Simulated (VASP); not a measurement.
Wanted: the native input for a VASP 6.6.1 run.

```yaml
Task: single point
Functional: PBEsol
Potentials_or_basis: VASP PAW PBE potentials, release 64 (C)
Cutoff: 600 eV
k_mesh: 14 × 14 × 14
Occupations: fermi-dirac, width 0.15 eV
Spin: no spin polarisation
Dipole_correction: no
Further_INCAR_settings: ALGO = Normal; EDIFF = 1e-06; NBANDS = 11
```

The structure of C lies in POSCAR:

```
C
1.0
    1.2676696185      0.7318893993      3.4550533660
   -1.2676696185      0.7318893993      3.4550533660
    0.0000000000     -1.4637787884      3.4550533660
C
2
Direct
    0.8360000000      0.8360000000      0.8360000000
    0.1640000000      0.1640000000      0.1640000000
```

These files were run (other wordings do the same):

INCAR

```
SYSTEM = C
ALGO = Normal
EDIFF = 1E-6
ENCUT = 600
GGA = PS
GGA_COMPAT = .False.
ISIF = 2
ISMEAR = -1
LASPH = .True.
LCHARG = .True.
LELF = .True.
LREAL = .False.
LVHAR = .True.
LWAVE = .False.
NBANDS = 11
NELM = 120
PREC = Accurate
SIGMA = 0.15
```

KPOINTS

```
k-points
0
Gamma
  14 14 14
  0 0 0
```

Potentials or basis: VASP PAW PBE potentials, release 64 (C).

Launch:

```bash
$ cat potpaw_PBE.64/C/POTCAR > POTCAR
$ mpirun -np 1 vasp_std > vasp.out
```

Results of the run:

| Property | Result |
| --- | --- |
| Pressure | -21.6 GPa |
| Largest force | 0.902 eV/Å |
| Band gap on the k mesh | 0.55 eV, direct |

Caveat: the PAW data sets were made with another functional, which shifts forces and pressure a little.

Wall time 2.3 min on 1 thread of Intel Xeon 6975P-C (shared host), peak memory 0.2 GiB.
